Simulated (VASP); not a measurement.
A run of VASP 6.6.1:

INCAR

```
SYSTEM = Mg
PREC = Accurate
ENCUT = 520
EDIFF = 1E-8
ISMEAR = -1
SIGMA = 0.03
LREAL = .False.
LASPH = .True.
NELM = 100
ALGO = Normal
ISIF = 2
LWAVE = .False.
LCHARG = .False.
GGA = PE
LEFG = .True.
NBANDS = 7
```

Contents of KPOINTS:

```
Automatic mesh
0
Gamma
  16 16 16
  0 0 0
```

POSCAR

```
Mg
1.0
    0.0000000000      2.2218134400      2.2442560000
    2.2218134400      0.0000000000      2.2442560000
    2.2218134400      2.2218134400      0.0000000000
Mg
1
Direct
    0.0000000000      0.0000000000      0.0000000000
```

Potentials or basis: VASP PAW PBE potentials, release 64 (Mg).

The run is started by

```bash
$ cat potpaw_PBE.64/Mg/POTCAR > POTCAR
$ mpirun -np 1 vasp_std > vasp.out
```

Hardware: 1 thread of Intel Xeon 8259CL, with other jobs on the host.

Q: Estimate the wall time of this run.

A: It took 59 s on 1 thread of Intel Xeon 8259CL (shared host), peak memory 0.18 GiB. Counts: scf iterations 12, k points 349.
